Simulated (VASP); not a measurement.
# SrO (P3m1) in VASP: further runs

Runs on SrO. Level: PBE. Tasks: single point, relaxation of cell and atoms.

Everything below comes from runs of VASP 6.6.1. Logs are shortened: lines on timing, memory, paths and dates and some standing lists are left out, and cuts for length are marked.

### Step 1. The cell of the first run

The structure is trigonal, space group P3m1 (No. 156). Conventional cell: a = 3.350 Å, b = 3.350 Å, c = 4.045 Å, α = 90.00°, β = 90.00°, γ = 120.00°. Within 2.9 Å of Sr (site symmetry 3m) lie 3 O at 2.19 Å. Within 2.9 Å of O (site symmetry 3m) lie 3 Sr at 2.19 Å.

The cell was built from a structure type or drawn by symmetry, and may not be a known phase.

### Step 2. Single point, PBE

Input file INCAR:

```
SYSTEM = SrO
PREC     = Accurate       ! precision mode
ENCUT    = 600            ! plane-wave cutoff, eV
EDIFF    = 1E-6           ! SCF threshold, eV
ISMEAR   = 0              ! smearing method
SIGMA    = 0.1            ! smearing width, eV
LREAL    = .FALSE.        ! projectors in reciprocal space
LASPH    = .TRUE.         ! aspherical terms in the spheres
NELM     = 120            ! most SCF steps
ALGO     = Normal         ! electronic algorithm
ISIF     = 2              ! what is computed and relaxed
LWAVE    = .FALSE.        ! write WAVECAR
LCHARG   = .TRUE.         ! write CHGCAR
GGA      = PE             ! functional
LELF     = .TRUE.         ! ELF
LVHAR    = .TRUE.       
NBANDS   = 15             ! bands
GGA_COMPAT= .FALSE.
```

Input file KPOINTS:

```
regular mesh
0
G
  6 6 4
  0 0 0
```

Input file POSCAR:

```
SrO
1.0
    3.3498115500      0.0000000000      0.0000000000
   -1.6749057700      2.9010219000      0.0000000000
    0.0000000000      0.0000000000      4.0448084600
Sr O
1 1
Direct
    0.0000000000      0.0000000000      0.6997549700
    0.3333333300      0.6666666700      0.4440246200
```

Potentials or basis: VASP PAW PBE potentials, release 64 (Sr_sv, O).

Started as:

```sh
cat potpaw_PBE.64/Sr_sv/POTCAR potpaw_PBE.64/O/POTCAR > POTCAR
mpirun -np 1 vasp_std > vasp.out
```

OUTCAR:

```text
SYSTEM = SrO
   PREC = Accurate
   ENCUT = 600
   EDIFF = 1E-6
   ISMEAR = 0
   LREAL = .FALSE.
   LASPH = .TRUE.
   NELM = 120
   ISIF = 2
   GGA = PE

 ion  position               nearest neighbor table
   1  0.000  0.000  0.700-   2 2.19   2 2.19   2 2.19
   2  0.333  0.667  0.444-   1 2.19   1 2.19   1 2.19

  LATTYP: Found a hexagonal cell.
 ALAT       =     3.3498115500
 C/A-ratio  =     1.2074734353

  Lattice vectors:

 A1 = (   3.3498115500,   0.0000000000,   0.0000000000)
 A2 = (  -1.6749057700,   2.9010219000,   0.0000000000)
 A3 = (   0.0000000000,   0.0000000000,   4.0448084600)

Analysis of symmetry for initial positions (statically):
=====================================================================
 Subroutine PRICEL returns:
 Original cell was already a primitive cell.

 Routine SETGRP: Setting up the symmetry group for a
 hexagonal supercell.

 Subroutine GETGRP returns: Found  6 space group operations
 (whereof  6 operations were pure point group operations)
 out of a pool of 24 trial point group operations.

The static configuration has the point symmetry C_3v.

Analysis of symmetry for dynamics (positions and initial velocities):
=====================================================================
 Subroutine PRICEL returns:
 Original cell was already a primitive cell.

 Routine SETGRP: Setting up the symmetry group for a
 hexagonal supercell.

 Subroutine GETGRP returns: Found  6 space group operations
 (whereof  6 operations were pure point group operations)
 out of a pool of 24 trial point group operations.

The dynamic configuration has the point symmetry C_3v.

 Subroutine INISYM returns: Found  6 space group operations
 (whereof  6 operations are pure point group operations),
 and found     1 'primitive' translations

----------------------------------------------------------------------------------------

                                     Primitive cell

  volume of cell :      39.3069

  direct lattice vectors                    reciprocal lattice vectors
     3.349811550  0.000000000  0.000000000     0.298524256  0.172353059  0.000000000
    -1.674905770  2.901021900  0.000000000     0.000000000  0.344706119  0.000000000
     0.000000000  0.000000000  4.044808460     0.000000000  0.000000000  0.247230496

  length of vectors
     3.349811550  3.349811547  4.044808460     0.344706119  0.344706119  0.247230496

  position of ions in fractional coordinates (direct lattice)
     0.000000000  0.000000000  0.699754970
     0.333333330  0.666666670  0.444024620

  ion indices of the primitive-cell ions
   primitive index   ion index
                 1           1
                 2           2
[... 84 lines left out ...]
   EMIN   =  10.00;   EMAX   =-10.00  energy-range for DOS
   EFERMI =   0.00;   METHOD = LEGACY
   ISMEAR =     0;   SIGMA  =   0.10  broadening in eV -4-tet -1-fermi 0-gaus
   EFERMI_NEDOS =   21; number of points for ismear=-14 and -15
   IALGO  =     38    algorithm
   IMIX   =      4    mixing-type and parameters
     AMIX     =   0.40;   BMIX     =  1.00
     AMIX_MAG =   1.60;   BMIX_MAG =  1.00
  volume/ion in A,a.u.               =      19.65       132.63
  Fermi-wavevector in a.u.,A,eV,Ry     =   1.213273  2.292753 20.028188  1.472030
  Thomas-Fermi vector in A             =   2.348730
   LORBIT       =      0    0 simple, 1 ext, 2 COOP (PROOUT), +10 PAW based schemes
   GGA     = PE    functional components
   LHFCALC =     F    Hartree Fock is set to
   AEXX    =    0.0000 exact exchange contribution
   IVDW    =     0    specifies the selected vdW correction
   LEPSILON=     F    determine dielectric tensor
   LRPA    =     F    only Hartree local field effects (RPA)
 non-spin polarized calculation
 Gauss-broadening in eV      SIGMA  =   0.10
  energy-cutoff  :      600.00
  volume of cell :       39.31
 maximum number of plane-waves:      1344
 NGX is ok and might be reduce to    28
   NGX = 13   NGY = 13   NGZ = 17

 number of electron      16.0000000 magnetization

 Free energy of the ion-electron system (eV)
  ---------------------------------------------------
  ext. energy  EPLUGINS =         0.00000000
  ---------------------------------------------------
  free energy    TOTEN  =       -10.36551956 eV

  energy without entropy =      -10.36551956  energy(sigma->0) =      -10.36551956

 E-fermi :   1.4283     XC(G=0):  -9.0458

 val. band max:        0.8672833702   @ k =   0.3333   0.3333   0.5000
 cond. band min:       3.4905372873   @ k =   0.0000   0.0000   0.0000
 fundamental gap:      2.6232539170
 Fermi energy:         1.4283109805

 k-point     1 :       0.0000    0.0000    0.0000
  band No.  band energies     occupation
      1     -31.6368      2.00000
      2     -15.5006      2.00000
      3     -13.1129      2.00000
      4     -13.1129      2.00000
      5     -12.0788      2.00000
      6      -0.6868      2.00000
      7       0.0738      2.00000
      8       0.0738      2.00000
      9       3.4905      0.00000
     10       7.8168      0.00000
     11       9.1159      0.00000
     12       9.1159      0.00000
     13      11.8674      0.00000
     14      11.8674      0.00000
[... 401 lines left out ...]
      2     -16.3771      2.00000
      3     -14.1887      2.00000
      4     -13.6157      2.00000
      5     -11.6153      2.00000
      6      -0.3648      2.00000
      7       0.2142      2.00000
      8       0.8673      2.00000
      9       6.3314      0.00000
     10       7.3074      0.00000
     11       8.6338      0.00000
     12      10.7505      0.00000
     13      10.8503      0.00000
     14      12.8023      0.00000
     15      15.4897      0.00000

------------------------ aborting loop because EDIFF is reached ----------------------------------------

  FORCE on cell =-STRESS in cart. coord.  units (eV):
  Direction    XX          YY          ZZ          XY          YZ          ZX
  --------------------------------------------------------------------------------------
  -------------------------------------------------------------------------------------
  Total        6.3140479      6.3140479     -1.3124288      0.0000000     -0.0000000      0.0000000
  in kB      257.3647765    257.3647765    -53.4954686      0.0000004     -0.0000000      0.0000000
  external PRESSURE =     153.7446948 kB  Pullay stress =       0.0000000 kB

 VOLUME and BASIS-vectors are now :
 -----------------------------------------------------------------------------
  energy-cutoff  :      600.00
  volume of cell :       39.31
      direct lattice vectors                 reciprocal lattice vectors
     3.349811550  0.000000000  0.000000000     0.298524256  0.172353059  0.000000000
    -1.674905770  2.901021900  0.000000000     0.000000000  0.344706119  0.000000000
     0.000000000  0.000000000  4.044808460     0.000000000  0.000000000  0.247230496

 POSITION                                       TOTAL-FORCE (eV/Angst)
 -----------------------------------------------------------------------------------
      0.00000      0.00000      2.83037        -0.000000      0.000000      1.563918
     -0.00000      1.93401      1.79599         0.000000     -0.000000     -1.563918
 -----------------------------------------------------------------------------------
    total drift:                                0.000020     -0.000011     -0.000160

  FREE ENERGIE OF THE ION-ELECTRON SYSTEM (eV)
  ---------------------------------------------------
  free  energy   TOTEN  =       -10.3655195579 eV

  energy  without entropy=      -10.3655195579  energy(sigma->0) =      -10.36551956
```

Run time: 13 s. Hardware: 1 thread of Intel Xeon Platinum 8375C at 2.90GHz (Ice Lake), shared host; peak memory 0.17 GiB.

Results:

| Property | Result |
| --- | --- |
| Free energy | -10.3655 eV |
| Pressure | 15.4 GPa |
| Largest force | 1.564 eV/Å |
| Band gap on the k mesh | 2.62 eV (least direct gap 3.42 eV) |

Forces in eV/Å, atoms in the order of the input:
```
Sr   0.000  0.000  1.564
O    0.000  0.000 -1.564
```

Caveat: the cell stands under pressure; forces of over 1 eV/Å act on the atoms, so gaps and moduli don't describe the material at rest. A k mesh can miss the band edges.

### Step 3. Relaxation of cell and atoms, PBE

Input file INCAR:

```
ALGO = Normal
EDIFF = 1E-7
EDIFFG = -0.04
ENCUT = 600
GGA = PE
GGA_COMPAT = False
IBRION = 2
ISIF = 3
ISMEAR = 0
LASPH = True
LCHARG = False
LREAL = False
LWAVE = False
NELM = 120
NELMIN = 4
NSW = 90
PREC = Accurate
SIGMA = 0.1
```

Input file KPOINTS:

```
k-points
0
Gamma
  6 6 4
```

POSCAR is that of step 2.

Potentials or basis: VASP PAW PBE potentials, release 64 (Sr_sv, O).

Started as:

```sh
cat potpaw_PBE.64/Sr_sv/POTCAR potpaw_PBE.64/O/POTCAR > POTCAR
mpirun -np 1 vasp_std > vasp.out
```

OUTCAR:

```text
EDIFF = 1E-7
   EDIFFG = -0.04
   ENCUT = 600
   GGA = PE
   IBRION = 2
   ISIF = 3
   ISMEAR = 0
   LASPH = True
   LREAL = False
   NELM = 120
   NELMIN = 4
   NSW = 90
   PREC = Accurate

 ion  position               nearest neighbor table
   1  0.000  0.000  0.700-   2 2.19   2 2.19   2 2.19
   2  0.333  0.667  0.444-   1 2.19   1 2.19   1 2.19

  LATTYP: Found a hexagonal cell.
 ALAT       =     3.3498115500
 C/A-ratio  =     1.2074734353

  Lattice vectors:

 A1 = (   3.3498115500,   0.0000000000,   0.0000000000)
 A2 = (  -1.6749057700,   2.9010219000,   0.0000000000)
 A3 = (   0.0000000000,   0.0000000000,   4.0448084600)

Analysis of symmetry for initial positions (statically):
=====================================================================
 Subroutine PRICEL returns:
 Original cell was already a primitive cell.

 Routine SETGRP: Setting up the symmetry group for a
 hexagonal supercell.

 Subroutine GETGRP returns: Found  6 space group operations
 (whereof  6 operations were pure point group operations)
 out of a pool of 24 trial point group operations.

The static configuration has the point symmetry C_3v.
[... 160 lines left out ...]
  free energy    TOTEN  =       -10.36551952 eV

  energy without entropy =      -10.36551952  energy(sigma->0) =      -10.36551952

------------------------ aborting loop because EDIFF is reached ----------------------------------------

  FORCE on cell =-STRESS in cart. coord.  units (eV):
  Direction    XX          YY          ZZ          XY          YZ          ZX
  --------------------------------------------------------------------------------------
  -------------------------------------------------------------------------------------
  Total        6.3146554      6.3146554     -1.3117536      0.0000000      0.0000000     -0.0000000
  in kB      257.3895385    257.3895384    -53.4679455      0.0000004      0.0000000     -0.0000000
  external PRESSURE =     153.7703771 kB  Pullay stress =       0.0000000 kB
[... 814 lines left out ...]
 k-point    24 :       0.3333    0.3333    0.5000
  band No.  band energies     occupation
      1     -30.6193      2.00000
      2     -13.8622      2.00000
      3     -13.5885      2.00000
      4     -13.0131      2.00000
      5     -12.3669      2.00000
      6      -0.2755      2.00000
      7       0.6930      2.00000
      8       1.8236      2.00000
      9       8.0767      0.00000
     10       9.4260      0.00000
     11       9.9956      0.00000
     12      12.6105      0.00000

[... ionic steps 4 to 14 ...]

--------------------------------------- Ionic step       15  -------------------------------------------

 number of electron      15.9999999 magnetization

------------------------ aborting loop because EDIFF is reached ----------------------------------------
[... 67 lines left out ...]
--------------------------------------- Ionic step       17  -------------------------------------------

 number of electron      15.9999997 magnetization

 Free energy of the ion-electron system (eV)
  ---------------------------------------------------
  ext. energy  EPLUGINS =         0.00000000
  ---------------------------------------------------
  free energy    TOTEN  =       -11.64469442 eV

  energy without entropy =      -11.64469442  energy(sigma->0) =      -11.64469442

 E-fermi :   2.4772     XC(G=0):  -9.8833

 val. band max:        1.9921842613   @ k =   0.0000   0.0000   0.0000
 cond. band min:       4.7634529370   @ k =   0.0000   0.0000   0.0000
 fundamental gap:      2.7712686757
 Fermi energy:         2.4772044371
[... 387 lines left out ...]
  FREE ENERGIE OF THE ION-ELECTRON SYSTEM (eV)
  ---------------------------------------------------
  free  energy   TOTEN  =       -11.6446944194 eV

  energy  without entropy=      -11.6446944194  energy(sigma->0) =      -11.64469442

 reached required accuracy - stopping structural energy minimisation
```

Run time: 2.7 min. Hardware: 1 thread of Intel Xeon Platinum 8375C at 2.90GHz (Ice Lake), shared host; peak memory 0.18 GiB.

Results:

* Free energy: -11.6447 eV
* Relaxed volume: 17.47 Å³/atom
* Relaxed cell: a = 3.541 Å, b = 3.541 Å, c = 3.219 Å, α = 90.00°, β = 90.00°, γ = 120.00°
* Space group after relaxing (to 0.1 Å): P-6m2 (No. 187)
* Energy gained by relaxing: 639.6 meV/atom
* Ionic steps: 17
* Pressure after relaxing: -0.2 GPa
* Largest force after relaxing: 0.005 eV/Å
* Band gap on the k mesh: 2.77 eV

Forces on the atoms (eV/Å):
```
Sr   0.000  0.000  0.005
O    0.000  0.000 -0.005
```

Step by step:
```tsv
step	energy change (eV)	largest force (eV/Å)	pressure (GPa)	volume (Å³)
1	0.0000	1.5639	15.38	39.31
2	-0.6300	0.6331	-7.79	50.54
3	-0.6984	0.3563	-3.99	47.21
4	-0.8854	0.2471	-3.01	44.74
5	-0.9035	0.4074	-2.62	43.92
6	-0.9045	0.4442	-2.52	43.72
7	-0.9490	0.7087	-0.15	41.26
8	-0.9649	1.0434	3.32	38.57
9	-0.9841	1.0456	3.47	38.10
10	-1.0384	1.0417	4.11	36.70
11	-1.1160	0.9608	6.70	34.01
12	-0.9058	0.1548	22.57	29.03
13	-1.1068	0.9791	8.45	33.22
14	-1.1982	0.6083	4.88	33.81
15	-1.2763	0.0430	-0.90	35.35
16	-1.2783	0.0264	-0.57	35.16
17	-1.2792	0.0055	-0.15	34.95
```

Final structure:
```yaml
crystal:
  lattice:
    - [3.54056, 0.00000, 0.00000]
    - [-1.77028, 3.06621, 0.00000]
    - [0.00000, 0.00000, 3.21910]
  atoms:
    - { symbol: Sr, position: [0.00000, 0.00000, 0.82136] }
    - { symbol: O, position: [0.33333, 0.66667, 0.32242] }
```

Caveat: a cell axis changed by over 15 % at a fixed basis, so the end point is rough.
